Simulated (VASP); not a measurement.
Here is a VASP 6.6.1 calculation.

Contents of INCAR:

```
  PREC = Accurate
  ENCUT = 520
  EDIFF = 1E-7
  ISMEAR = -1
  SIGMA = 0.1
  LREAL = F
  LASPH = T
  NELM = 100
  ALGO = Normal
  ISIF = 2
  LWAVE = F
  LCHARG = T
  GGA = PS
  LELF = T
  LVHAR = T
  NBANDS = 32
```

The input KPOINTS:

```
regular mesh
0
Gamma
  3 3 1
```

The input POSCAR:

```
Al12As
1.0
    5.7275650000      0.0000000000      0.0000000000
    2.8637820000      4.9602170000      0.0000000000
    0.0000000000      0.0000000000     17.6765370000
Al As
12 1
Direct
    0.1666684945      0.1666660955      0.0565721668
    0.6666715499      0.1666660955      0.0565721668
    0.1666709227      0.6666643818      0.0565721668
    0.6666739781      0.6666643818      0.0565721668
   -0.1808069235      0.3734514034      0.1875197614
    0.3315265844      0.3478476849      0.1881307408
   -0.1878416777      0.8580874587      0.1788415910
    0.3241989228      0.8346409038      0.1783663848
   -0.0295254272     -0.0303414145      0.3153332579
    0.4825666209     -0.0458246081      0.3058404483
   -0.0232473760      0.4851803863      0.3174999719
    0.4719605401      0.4956436382      0.3175056291
    0.6464724680      0.1245510025      0.4159751426
```

Potentials or basis: VASP PAW PBE potentials, release 64 (Al, As).

Run with:

```bash
$ cat potpaw_PBE.64/Al/POTCAR potpaw_PBE.64/As/POTCAR > POTCAR
$ mpirun -np 1 vasp_std > vasp.out
```

(1) What does it give for the band gap on the k mesh?

(2) What does it give for the largest force?

Answers

(1) zero (an odd number of electrons rules out a gap without spin polarisation).

(2) 1.216 eV/Å.

Caveat: the k points lie up to 0.42 Å⁻¹ apart, too coarse for converged energies and pressures of a metal; there is no dipole correction, which matters where the two faces differ; the PAW data sets were made with another functional, which shifts forces and pressure a little.
